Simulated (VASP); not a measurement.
Runs of VASP 6.6.1 on MgB2. The structure is that of space group Fd-3m (No. 227), or close to it. The cells are those of the table. 

```csv
cell,gap on the mesh (eV),pressure (GPa)
"a = 4.147 Å, angles 60.0°, 6 atoms",none,10.2
"a = 4.262 Å, angles 60.0°, 6 atoms",none,(a)
"a = 4.205 Å, angles 60.0°, 6 atoms",none,3.1
"a = 4.289 Å, angles 60.0°, 6 atoms",none,-5.2
"a = 4.176 Å, angles 60.0°, 6 atoms",none,6.5
"a = 4.234 Å, angles 60.0°, 6 atoms",none,0.5
"a = 4.317 Å, angles 60.0°, 6 atoms",none,(b)
```

Alike in all rows: task single point; level PBE; potentials or basis VASP PAW PBE potentials, release 64 (Mg, B); no spin polarisation; k mesh 8 × 8 × 8; cutoff (eV) 600; smearing fermi-dirac 0.05 eV.

Task: Fill in the values left out.

Result: (a) -2.7; (b) -7.5.

A gap of «none» marks levels without a gap at the run's occupations.
